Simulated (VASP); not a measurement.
Mo:

```xyz
1
Lattice="-1.5865 1.5865 1.5865 1.5865 -1.5865 1.5865 1.5865 1.5865 -1.5865" Properties=species:S:1:pos:R:3 pbc="T T T"
Mo    0.0000    0.0000    0.0000
```

Base run:

```yaml
Program: VASP 6.6.1
Functional: revPBE
Potentials_or_basis: VASP PAW PBE potentials, release 64 (Mo_sv)
Cutoff: 520 eV
k_mesh: 14 × 14 × 14
Occupations: fermi-dirac, width 0.1 eV
Spin: no spin polarisation
```

Its results: band gap on the k mesh zero (band 7 reaches 16.14 eV, above the bottom of band 8 at 10.97 eV); pressure 0.5 GPa.

Question: The run is repeated on the same cell with these changes: k mesh from 14 × 14 × 14 to 23 × 23 × 23. What comes out?

Answer: Band gap on the k mesh zero (band 7 reaches 16.03 eV, above the bottom of band 8 at 10.98 eV); pressure 0.1 GPa.

Caveats: the PAW data sets were made with another functional, which shifts forces and pressure a little.
